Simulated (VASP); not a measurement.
# Si (Fd-3m) in VASP: further runs

The runs below take Si through single point, relaxation of cell and atoms, with LDA.

Program: VASP 6.6.1. These are calculated values, not measurements. Logs are shortened: lines on timing, memory, paths and dates and some standing lists are left out, and cuts for length are marked.

## (1) The cell of the first run

The structure is cubic, space group Fd-3m (No. 227). Conventional cell: a = 5.438 Å, b = 5.438 Å, c = 5.438 Å, α = 90.00°, β = 90.00°, γ = 90.00°. Si (site symmetry -43m) has 4 Si at 2.35 Å within 3.1 Å.

## (2) Single point, LDA (volume scaled by 1.02)

Input file INCAR:

```
  PREC = Accurate
  ENCUT = 520
  EDIFF = 1E-6
  ISMEAR = 0
  SIGMA = 0.01
  LREAL = F
  LASPH = T
  NELM = 100
  ALGO = Normal
  ISIF = 2
  LWAVE = F
  LCHARG = T
  GGA = CA
  LELF = T
  LVHAR = T
  NBANDS = 11
```

Input file KPOINTS:

```
Automatic mesh
0
Gamma
  12 12 12
```

Input file POSCAR:

```
Si
1.0
    0.0000000000      2.7188613535      2.7188613535
    2.7188613535      0.0000000000      2.7188613535
    2.7188613535      2.7188613535      0.0000000000
Si
2
Direct
    0.5000000000      0.5000000000      0.5000000000
    0.7500000000      0.7500000000      0.7500000000
```

Potentials or basis: VASP PAW LDA potentials, release 64 (Si).

Launch:

```console
$ cat potpaw_LDA.64/Si/POTCAR > POTCAR
$ mpirun -np 1 vasp_std > vasp.out
```

OUTCAR:

```text
PREC = Accurate
   ENCUT = 520
   EDIFF = 1E-6
   ISMEAR = 0
   LREAL = F
   LASPH = T
   NELM = 100
   ISIF = 2
   GGA = CA

 ion  position               nearest neighbor table
   1  0.500  0.500  0.500-   2 2.35   2 2.35   2 2.35   2 2.35
   2  0.750  0.750  0.750-   1 2.35   1 2.35   1 2.35   1 2.35

  LATTYP: Found a face centered cubic cell.
 ALAT       =     5.4377227070

  Lattice vectors:

 A1 = (   0.0000000000,   2.7188613535,   2.7188613535)
 A2 = (   2.7188613535,   0.0000000000,   2.7188613535)
 A3 = (   2.7188613535,   2.7188613535,   0.0000000000)

Analysis of symmetry for initial positions (statically):
=====================================================================
 Subroutine PRICEL returns:
 Original cell was already a primitive cell.

 Routine SETGRP: Setting up the symmetry group for a
 face centered cubic supercell.

 Subroutine GETGRP returns: Found 48 space group operations
 (whereof 24 operations were pure point group operations)
 out of a pool of 48 trial point group operations.

The static configuration has the point symmetry T_d .
 The point group associated with its full space group is O_h .

Analysis of symmetry for dynamics (positions and initial velocities):
=====================================================================
 Subroutine PRICEL returns:
 Original cell was already a primitive cell.

 Routine SETGRP: Setting up the symmetry group for a
 face centered cubic supercell.

 Subroutine GETGRP returns: Found 48 space group operations
 (whereof 24 operations were pure point group operations)
 out of a pool of 48 trial point group operations.

The dynamic configuration has the point symmetry T_d .
 The point group associated with its full space group is O_h .

 Subroutine INISYM returns: Found 48 space group operations
 (whereof 24 operations are pure point group operations),
 and found     1 'primitive' translations

----------------------------------------------------------------------------------------

                                     Primitive cell

  volume of cell :      40.1968

  direct lattice vectors                    reciprocal lattice vectors
     0.000000000  2.718861353  2.718861353    -0.183900514  0.183900514  0.183900514
     2.718861353  0.000000000  2.718861353     0.183900514 -0.183900514  0.183900514
     2.718861353  2.718861353  0.000000000     0.183900514  0.183900514 -0.183900514

  length of vectors
     3.845050600  3.845050600  3.845050600     0.318525034  0.318525034  0.318525034

  position of ions in fractional coordinates (direct lattice)
     0.500000000  0.500000000  0.500000000
     0.750000000  0.750000000  0.750000000

  ion indices of the primitive-cell ions
   primitive index   ion index
                 1           1
                 2           2

----------------------------------------------------------------------------------------

 KPOINTS: Automatic mesh

Automatic generation of k-mesh.
 Grid dimensions read from file:
 generate k-points for:   12   12   12

 Generating k-lattice:

  Cartesian coordinates                     Fractional coordinates (reciprocal lattice)
    -0.015325043  0.015325043  0.015325043     0.083333333  0.000000000  0.000000000
     0.015325043 -0.015325043  0.015325043     0.000000000  0.083333333  0.000000000
     0.015325043  0.015325043 -0.015325043     0.000000000  0.000000000  0.083333333

  Length of vectors
     0.026543753  0.026543753  0.026543753

  Shift w.r.t. Gamma in fractional coordinates (k-lattice)
     0.000000000  0.000000000  0.000000000

 Subroutine IBZKPT returns following result:
 ===========================================

 Found     72 irreducible k-points:

 Following reciprocal coordinates:
            Coordinates               Weight
  0.000000  0.000000  0.000000      1.000000
  0.083333  0.000000  0.000000      8.000000
  0.166667  0.000000  0.000000      8.000000
  0.250000  0.000000  0.000000      8.000000
  0.333333  0.000000  0.000000      8.000000
  0.416667  0.000000  0.000000      8.000000
[... 16 lines left out ...]
  0.500000  0.166667  0.000000     24.000000
 -0.416667  0.166667  0.000000     24.000000
 [... further k-points ...]
   k-points           NKPTS =     72   k-points in BZ     NKDIM =     72   number of bands    NBANDS=     11
   number of dos      NEDOS =    301   number of ions     NIONS =      2
   total plane-waves  NPLWV =  27000
   dimension x,y,z NGX =    30 NGY =   30 NGZ =   30
   dimension x,y,z NGXF=    60 NGYF=   60 NGZF=   60
   ions per type =               2
   NGX,Y,Z   is equivalent  to a cutoff of  12.97, 12.97, 12.97 a.u.
   NGXF,Y,Z  is equivalent  to a cutoff of  25.94, 25.94, 25.94 a.u.
 SYSTEM =  unknown system
   PREC   = accura    normal or accurate (medium, high low for compatibility)
   ISTART =      0    job   : 0-new  1-cont  2-samecut
   ICHARG =      2    charge: 1-file 2-atom 10-const
   ISPIN  =      1    spin polarized calculation?
   LNONCOLLINEAR =      F non collinear calculations
   LSORBIT =      F    spin-orbit coupling
   LASPH  =      T    aspherical Exc in radial PAW
   ENCUT  =  520.0 eV  38.22 Ry    6.18 a.u.   7.15  7.15  7.15*2*pi/ulx,y,z
   NELM   =    100;   NELMIN=  2; NELMDL= -5     # of ELM steps
   EDIFF  = 0.1E-05   stopping-criterion for ELM
   LREAL  =      F    real-space projection
   EDIFFG = 0.1E-04   stopping-criterion for IOM
   NSW    =      0    number of steps for IOM
   IBRION =     -1    ionic relax: 0-MD 1-quasi-New 2-CG
   NFREE  =      0    steps in history (QN), initial steepest desc. (CG)
   ISIF   =      2    stress and relaxation
   ISYM   =      2    0-nonsym 1-usesym 2-fastsym
   POTIM  = 0.5000    time-step for ionic-motion
   TEBEG  =    0.0;   TEEND  =   0.0 temperature during run
   PSTRESS=    0.0 pullay stress
   NELECT =       8.0000    total number of electrons
   NUPDOWN=      -1.0000    fix difference up-down
   EMIN   =  10.00;   EMAX   =-10.00  energy-range for DOS
   EFERMI =   0.00;   METHOD = LEGACY
   ISMEAR =     0;   SIGMA  =   0.01  broadening in eV -4-tet -1-fermi 0-gaus
   EFERMI_NEDOS =   21; number of points for ismear=-14 and -15
   IALGO  =     38    algorithm
   IMIX   =      4    mixing-type and parameters
     AMIX     =   0.40;   BMIX     =  1.00
     AMIX_MAG =   1.60;   BMIX_MAG =  1.00
  volume/ion in A,a.u.               =      20.10       135.63
  Fermi-wavevector in a.u.,A,eV,Ry     =   0.955816  1.806231 12.430076  0.913585
  Thomas-Fermi vector in A             =   2.084688
   LORBIT       =      0    0 simple, 1 ext, 2 COOP (PROOUT), +10 PAW based schemes
   GGA     = CA    functional components
   LHFCALC =     F    Hartree Fock is set to
   AEXX    =    0.0000 exact exchange contribution
   IVDW    =     0    specifies the selected vdW correction
   LEPSILON=     F    determine dielectric tensor
   LRPA    =     F    only Hartree local field effects (RPA)
 non-spin polarized calculation
 Gauss-broadening in eV      SIGMA  =   0.01
  energy-cutoff  :      520.00
  volume of cell :       40.20
 maximum number of plane-waves:      1106
 NGX is ok and might be reduce to    30
   NGX = 15   NGY = 15   NGZ = 15

 number of electron       8.0000001 magnetization

 Free energy of the ion-electron system (eV)
  ---------------------------------------------------
  ext. energy  EPLUGINS =         0.00000000
  ---------------------------------------------------
  free energy    TOTEN  =       -11.91544052 eV

  energy without entropy =      -11.91544052  energy(sigma->0) =      -11.91544052

 E-fermi :   5.8126     XC(G=0):  -9.5912

 val. band max:        5.7300698042   @ k =   0.0000   0.0000   0.0000
 cond. band min:       6.2058864876   @ k =   0.4167   0.4167   0.0000
 fundamental gap:      0.4758166834
 Fermi energy:         5.8126035523

 k-point     1 :       0.0000    0.0000    0.0000
  band No.  band energies     occupation
      1      -6.2007      2.00000
      2       5.7301      2.00000
      3       5.7301      2.00000
      4       5.7301      2.00000
      5       8.2526      0.00000
      6       8.2526      0.00000
      7       8.2526      0.00000
      8       8.8948      0.00000
      9      13.3912      0.00000
     10      13.4557      0.00000
     11      13.4557      0.00000

 k-point     2 :       0.0833    0.0000    0.0000
  band No.  band energies     occupation
      1      -6.1100      2.00000
      2       4.8612      2.00000
      3       5.5865      2.00000
      4       5.5865      2.00000
      5       8.2642      0.00000
      6       8.4632      0.00000
      7       8.4632      0.00000
      8       9.5878      0.00000
      9      13.1736      0.00000
     10      13.1736      0.00000
     11      13.7849      0.00000

 k-point     3 :       0.1667    0.0000    0.0000
  band No.  band energies     occupation
      1      -5.8406      2.00000
      2       3.3372      2.00000
      3       5.2810      2.00000
      4       5.2810      2.00000
      5       7.9786      0.00000
      6       8.8965      0.00000
      7       8.8965      0.00000
      8      11.0153      0.00000
      9      12.7922      0.00000
     10      12.7922      0.00000
     11      14.5544      0.00000

 k-point     4 :       0.2500    0.0000    0.0000
  band No.  band energies     occupation
      1      -5.4032      2.00000
      2       1.7945      2.00000
      3       4.9736      2.00000
      4       4.9736      2.00000
      5       7.6446      0.00000
      6       9.1896      0.00000
      7       9.1896      0.00000
      8      12.4632      0.00000
      9      12.8909      0.00000
     10      12.8909      0.00000
     11      14.4898      0.00000

 k-point     5 :       0.3333    0.0000    0.0000
  band No.  band energies     occupation
      1      -4.8274      2.00000
      2       0.3912      2.00000
      3       4.7348      2.00000
      4       4.7348      2.00000
      5       7.3735      0.00000
      6       9.1904      0.00000
      7       9.1904      0.00000
      8      13.3937      0.00000
      9      13.6694      0.00000
     10      13.6694      0.00000
     11      14.6162      0.00000
[... 211 lines left out ...]
 k-point    21 :       0.3333    0.1667    0.0000
  band No.  band energies     occupation
      1      -4.9051      2.00000
      2       1.2890      2.00000
      3       3.7283      2.00000
      4       3.9892      2.00000
      5       7.6153      0.00000
      6       9.6980      0.00000
      7      10.1739      0.00000
      8      10.7479      0.00000
      9      14.7043      0.00000
     10      14.7713      0.00000
     11      15.9417      0.00000

 k-point    22 :       0.4167    0.1667    0.0000
  band No.  band energies     occupation
      1      -4.2984      2.00000
      2       0.0580      2.00000
      3       3.2877      2.00000
      4       3.9063      2.00000
      5       7.6542      0.00000
      6       9.8975      0.00000
      7      10.5707      0.00000
      8      10.6875      0.00000
      9      15.4458      0.00000
     10      15.8724      0.00000
     11      16.3711      0.00000

 k-point    23 :       0.5000    0.1667    0.0000
  band No.  band energies     occupation
      1      -3.7149      2.00000
      2      -0.8750      2.00000
      3       2.9432      2.00000
      4       3.9607      2.00000
      5       7.6827      0.00000
      6       9.7511      0.00000
      7      10.2998      0.00000
      8      12.0484      0.00000
      9      14.9760      0.00000
     10      16.1435      0.00000
     11      17.3277      0.00000

 k-point    24 :      -0.4167    0.1667    0.0000
  band No.  band energies     occupation
      1      -3.6000      2.00000
      2      -1.0350      2.00000
      3       2.7295      2.00000
      4       4.1446      2.00000
      5       7.8266      0.00000
      6       9.7015      0.00000
      7      10.0742      0.00000
      8      13.5834      0.00000
      9      14.1297      0.00000
     10      14.4556      0.00000
     11      16.7253      0.00000

 [... further k-points ...]

------------------------ aborting loop because EDIFF is reached ----------------------------------------

  FORCE on cell =-STRESS in cart. coord.  units (eV):
  Direction    XX          YY          ZZ          XY          YZ          ZX
  --------------------------------------------------------------------------------------
  -------------------------------------------------------------------------------------
  Total       -0.4496339     -0.4496339     -0.4496339      0.0000000      0.0000000      0.0000000
  in kB      -17.9216685    -17.9216685    -17.9216685      0.0000000      0.0000000      0.0000000
  external PRESSURE =     -17.9216685 kB  Pullay stress =       0.0000000 kB

 VOLUME and BASIS-vectors are now :
 -----------------------------------------------------------------------------
  energy-cutoff  :      520.00
  volume of cell :       40.20
      direct lattice vectors                 reciprocal lattice vectors
     0.000000000  2.718861353  2.718861353    -0.183900514  0.183900514  0.183900514
     2.718861353  0.000000000  2.718861353     0.183900514 -0.183900514  0.183900514
     2.718861353  2.718861353  0.000000000     0.183900514  0.183900514 -0.183900514

 POSITION                                       TOTAL-FORCE (eV/Angst)
 -----------------------------------------------------------------------------------
      2.71886      2.71886      2.71886         0.000000      0.000000      0.000000
      4.07829      4.07829      4.07829        -0.000000     -0.000000     -0.000000
 -----------------------------------------------------------------------------------
    total drift:                                0.000000     -0.000000     -0.000000

  FREE ENERGIE OF THE ION-ELECTRON SYSTEM (eV)
  ---------------------------------------------------
  free  energy   TOTEN  =       -11.9154405163 eV

  energy  without entropy=      -11.9154405163  energy(sigma->0) =      -11.91544052
```

It took 26 s on 1 thread of Intel Xeon Platinum 8375C at 2.90GHz (Ice Lake), shared host; peak memory 0.15 GiB.

What came out:

```yaml
Free_energy: -11.9154 eV
Pressure: -1.8 GPa
Band_gap_on_the_k_mesh: 0.48 eV, indirect (least direct gap 2.52 eV)
```

Caveat: the cell differs from its parent crystal (volume scaled by 1.02). A k mesh can miss the band edges.

## (3) Relaxation of cell and atoms, LDA

This run uses another cell than the first one, of 19.70 Å³/atom, 0.980 times its volume.

Input file INCAR:

```
SYSTEM = Si
ALGO     = Normal         ! electronic algorithm
EDIFF    = 1E-7           ! SCF threshold, eV
EDIFFG   = -0.001         ! ionic threshold
ENCUT    = 600            ! plane-wave cutoff, eV
GGA      = CA             ! functional
IBRION   = 2              ! ionic algorithm
ISIF     = 3              ! what is computed and relaxed
ISMEAR   = 0              ! smearing method
LASPH    = .True.         ! aspherical terms in the spheres
LCHARG   = .False.        ! write CHGCAR
LREAL    = .False.        ! projectors in reciprocal space
LWAVE    = .False.        ! write WAVECAR
NELM     = 100            ! most SCF steps
NSW      = 80             ! ionic steps
PREC     = Accurate       ! precision mode
SIGMA    = 0.01           ! smearing width, eV
```

Input file KPOINTS:

```
k-points
0
Gamma
  12 12 12
  0 0 0
```

Input file POSCAR:

```
Si
1.0
    0.0000000000      2.7009735899      2.7009735899
    2.7009735899      0.0000000000      2.7009735899
    2.7009735899      2.7009735899      0.0000000000
Si
2
Direct
    0.5000000000      0.5000000000      0.5000000000
    0.7500000000      0.7500000000      0.7500000000
```

Potentials or basis: VASP PAW LDA potentials, release 64 (Si).

Launch:

```console
$ cat potpaw_LDA.64/Si/POTCAR > POTCAR
$ mpirun -np 1 vasp_std > vasp.out
```

It took 28 s on 1 thread of Intel Xeon Platinum 8375C at 2.90GHz (Ice Lake), shared host; peak memory 0.15 GiB.

It converged, with:

| Property | Result |
| --- | --- |
| Free energy | -11.9199 eV |
| Relaxed volume | 19.72 Å³/atom |
| Relaxed cell | a = 3.820 Å, b = 3.820 Å, c = 3.820 Å, α = 60.00°, β = 60.00°, γ = 60.00° |
| Space group after relaxing (to 0.05 Å) | Fd-3m (No. 227) |
| Energy gained by relaxing | 0.0 meV/atom |
| Ionic steps | 3 |
| Pressure after relaxing | 0.0 GPa |
| Band gap on the k mesh | 0.44 eV, indirect (least direct gap 2.53 eV) |

Final structure:
```
Si
1.0
     0.00000    2.70148    2.70148
     2.70148    0.00000    2.70148
     2.70148    2.70148    0.00000
Si
2
Direct
  0.50000 0.50000 0.50000
  0.75000 0.75000 0.75000
```

Levels at points of the mesh, in eV from the valence-band top:
```
           k point  band 2  band 3  band 4  band 5  band 6  band 7
(0.00, 0.00, 0.00)    0.00    0.00    0.00    2.53    2.53    2.53
(0.50, 0.00, 0.00)   -7.06   -1.21   -1.21    1.48    3.29    3.29
(0.50, 0.50, 0.00)   -7.86   -2.89   -2.89    0.58    0.58   10.11
```

A k mesh can miss the band edges.

## (4) Relaxation of cell and atoms, LDA, target pressure 3 GPa, at which the enthalpy is minimised

This run uses another cell than the first one, of 19.70 Å³/atom, 0.980 times its volume.

Input file INCAR:

```
PREC = Accurate ; ENCUT = 600
EDIFF = 1E-7 ; ISMEAR = 0
SIGMA = 0.01 ; LREAL = F
LASPH = T ; NELM = 100
ALGO = Normal ; ISIF = 3
LWAVE = F ; LCHARG = F
IBRION = 2 ; NSW = 80
EDIFFG = -0.001 ; PSTRESS = 30.0
```

Input file KPOINTS:

```
regular mesh
0
Gamma
  12 12 12
```

POSCAR is that of step 3.

Launch:

```console
$ cat potpaw_LDA.64/Si/POTCAR > POTCAR
$ mpirun -np 1 vasp_std > vasp.out
```

It took 52 s on 1 thread of Intel Xeon Platinum 8375C at 2.90GHz (Ice Lake), shared host; peak memory 0.15 GiB.

The run converged. Its results:

```yaml
Free_energy: -11.9096 eV
Relaxed_volume: 19.15 Å³/atom
Relaxed_cell: a = 3.783 Å, b = 3.783 Å, c = 3.783 Å, α = 60.00°, β = 60.00°, γ = 60.00°
Space_group_after_relaxing_to_0.05_Å: Fd-3m (No. 227)
Energy_change_on_relaxing_the_enthalpy_is_what_falls: +5.2 meV/atom
Ionic_steps: 6
Pressure_after_relaxing: 3.0 GPa
Band_gap_on_the_k_mesh: 0.39 eV, indirect (least direct gap 2.54 eV)
```

Step by step:
```csv
step,energy change (eV),largest force (eV/Å),pressure (GPa),volume (Å³)
1,0.0000,0.0000,0.06,39.41
2,0.0353,0.0000,5.78,37.38
3,0.0103,0.0000,2.99,38.30
4,0.0107,0.0000,3.05,38.28
5,0.0101,0.0000,2.96,38.31
6,0.0103,0.0000,3.00,38.30
```

Final structure:
```
Si
1.0
     0.00000    2.67534    2.67534
     2.67534    0.00000    2.67534
     2.67534    2.67534    0.00000
Si
2
Direct
  0.50000 0.50000 0.50000
  0.75000 0.75000 0.75000
```

Levels at points of the mesh, in eV from the valence-band top:
```
           k point  band 1  band 2  band 3  band 4  band 5  band 6  band 7  band 8
(0.00, 0.00, 0.00)  -12.27    0.00    0.00    0.00    2.54    2.54    2.54    3.73
(0.50, 0.00, 0.00)   -9.81   -7.20   -1.23   -1.23    1.59    3.27    3.27    7.58
(0.50, 0.50, 0.00)   -7.96   -7.96   -2.97   -2.97    0.52    0.52   10.36   10.36
```

Caveat: the cell is relaxed towards a set pressure, so the enthalpy falls and the energy may rise. A k mesh can miss the band edges.

## (5) Overview

| task | cell | cutoff (eV) | gap on the mesh (eV) | pressure (GPa) |
| --- | --- | --- | --- | --- |
| single point | a = 3.845 Å, angles 60.0°, 2 atoms | 520 | 0.48 | -1.8 |
| relaxation of cell and atoms | relaxed from a = 3.820 Å, angles 60.0°, 2 atoms | 600 | 0.44 | 0.0 |
| relaxation of cell and atoms | relaxed to 3 GPa from a = 3.820 Å, angles 60.0°, 2 atoms | 600 | 0.39 | 3.0 |

Alike in all rows: level LDA; potentials or basis VASP PAW LDA potentials, release 64 (Si); no spin polarisation; k mesh 12 × 12 × 12; smearing gaussian 0.01 eV.

Caveats: the cell is relaxed towards a set pressure, so the enthalpy falls and the energy may rise (some runs).

Absolute energies hang on the potentials; compare differences alone.
